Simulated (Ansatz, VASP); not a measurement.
Two plane-wave programs on Sn

```
Sn
1.0
     0.00000    3.29428    3.24560
     3.24560    0.00000    3.24560
     3.24560    3.29428    0.00000
Sn
2
Direct
  0.50000 0.50000 0.50000
  0.75000 0.75000 0.75000
```

Change from the starting cell: strain +0.0150 x Voigt [0, 1, 0, 0, 0, 0], atoms carried along.

Alike in both runs: task single point; functional LDA; k mesh 12 × 12 × 12; occupations gaussian, width 0.15 eV; no spin polarisation.

```csv
,VASP,Ansatz
version,VASP 6.6.1,Ansatz 0.2.0
potentials or method,"VASP PAW LDA potentials, release 64 (Sn_d), cutoff 520 eV","scalar-relativistic, plane waves, PAW"
valence electrons in the cell,28,28
```

```csv
,VASP,Ansatz,Ansatz less VASP
gap on the k mesh at the Fermi level (eV),none,none,-
pressure (GPa),-1.0,-1.0,+0.05
"traceless stress, the component that is largest in VASP (GPa)",-0.32,-0.32,+0.001
```

LDA's correlation is that of Perdew and Zunger in VASP and of Perdew and Wang (1992) in Ansatz. A gap of «none» marks a metal or a gap that the smearing closes.
